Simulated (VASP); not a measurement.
## Al: single point with PBE

Al:

```
Al
1.0
     0.00000    1.92296    1.92296
     1.92296    0.00000    1.92296
     1.92296    1.92296    0.00000
Al
1
Direct
  0.00000 0.00000 0.00000
```

This cell differs from its parent crystal: Sc replaced by Al, lengths x 0.827, strained.

```
Program             : VASP 6.6.1
Task                : single point
Functional          : PBE
Potentials or basis : VASP PAW PBE potentials, release 64 (Al)
Cutoff              : 520 eV
k mesh              : 8 × 8 × 8
Occupations         : gaussian, width 0.1 eV
Spin                : no spin polarisation
```

- Pressure: 16.5 GPa

Levels at points of the mesh, in eV from the Fermi level:
```tsv
k point	band 1	band 2	band 3	band 4
(0.00, 0.00, 0.00)	-12.20	13.48	13.48	13.48
(0.50, 0.00, 0.00)	-5.20	-4.59	12.17	12.17
(0.50, 0.50, 0.00)	-3.28	-1.67	5.28	6.34
```

It took 4.3 s on 1 thread of AMD EPYC 9R45 (Zen 5), with other jobs on the host, peak memory 0.08 GiB.

Caveat: the cell differs from its parent crystal (Sc replaced by Al, lengths x 0.827, strained).
